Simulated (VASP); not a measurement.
Set up this calculation in VASP 6.6.1, as the native input.

| Property | Result |
| --- | --- |
| Task | single point |
| Functional | LDA |
| Potentials or basis | VASP PAW LDA potentials, release 64 (Ge_d) |
| Cutoff | 520 eV |
| k mesh | 12 × 12 × 12 |
| Occupations | gaussian, width 0.01 eV |
| Spin | no spin polarisation |
| Dipole correction | no |
| Further INCAR settings | ALGO = Normal; EDIFF = 1e-07; NBANDS = 21 |

The structure of Ge lies in POSCAR:

```
Ge
1.0
   -0.0266301249      2.8123383186      2.8123383186
    2.8123383186     -0.0266301249      2.8123383186
    2.8123383186      2.8123383186     -0.0266301249
Ge
2
Direct
   -0.0006835805     -0.0006835805     -0.0006835805
    0.2506835805      0.2506835805      0.2506835805
```

One way to write it, as run:

INCAR

```
PREC = Accurate
ENCUT = 520
EDIFF = 1E-7
ISMEAR = 0
SIGMA = 0.01
LREAL = F
LASPH = T
NELM = 80
ALGO = Normal
ISIF = 2
LWAVE = F
LCHARG = F
NBANDS = 21
```

KPOINTS

```
Automatic mesh
0
Gamma
  12 12 12
```

Potentials or basis: VASP PAW LDA potentials, release 64 (Ge_d).

Command:

```sh
$ cat potpaw_LDA.64/Ge_d/POTCAR > POTCAR
$ mpirun -np 1 vasp_std > vasp.out
```

Results of the run:

```yaml
Pressure: -1.0 GPa
Largest_force: 0.010 eV/Å
Band_gap_on_the_k_mesh: zero (bands 14 and 15 overlap by 0.03 eV)
```

Caveat: semilocal functionals underestimate gaps, and a narrow one can read as zero.

It took 3.2 min on 1 thread of Intel Xeon 8259CL, with other jobs on the host, peak memory 0.25 GiB.
